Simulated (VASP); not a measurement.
Set up this calculation in VASP 6.6.1, as the native input.

* Task: single point
* Functional: PBE
* Potentials or basis: VASP PAW PBE potentials, release 64 (Ni)
* Cutoff: 520 eV
* k mesh: 22 × 22 × 22
* Occupations: gaussian, width 0.05 eV
* Spin: collinear spin, ferromagnetic start
* Starting moments: [0.76] μB
* Dipole correction: no
* Further INCAR settings: ALGO = Normal; EDIFF = 1e-06; NBANDS = 15

The structure of Ni lies in POSCAR:

```
Ni
1.0
    0.0000000000      1.7824610855      1.7824610855
    1.7824610855      0.0000000000      1.7824610855
    1.7824610855      1.7824610855      0.0000000000
Ni
1
Direct
    0.0000000000      0.0000000000      0.0000000000
```

One way to write it, as run:

INCAR

```
SYSTEM = Ni
ALGO = Normal
EDIFF = 1E-6
ENCUT = 520
GGA = PE
ISIF = 2
ISMEAR = 0
ISPIN = 2
LASPH = .TRUE.
LCHARG = .TRUE.
LELF = .TRUE.
LMAXMIX = 4
LORBIT = 11
LREAL = .FALSE.
LVHAR = .TRUE.
LWAVE = .FALSE.
MAGMOM = 0.76
NBANDS = 15
NELM = 150
PREC = Accurate
SIGMA = 0.05
```

KPOINTS

```
k-points
0
G
  22 22 22
  0 0 0
```

Potentials or basis: VASP PAW PBE potentials, release 64 (Ni).

Command:

```console
$ cat potpaw_PBE.64/Ni/POTCAR > POTCAR
$ mpirun -np 1 vasp_std > vasp.out
```

It gave:

The pressure is -7.1 GPa and the net moment is 0.65 μB per cell. The site moments are Ni +0.66 μB. The valence electrons inside the program's atomic spheres are Ni 9.24.

Caveat: the cell stands under tension.

Wall time 2.9 min on 1 thread of Intel Xeon 8259CL (shared host), peak memory 0.2 GiB.
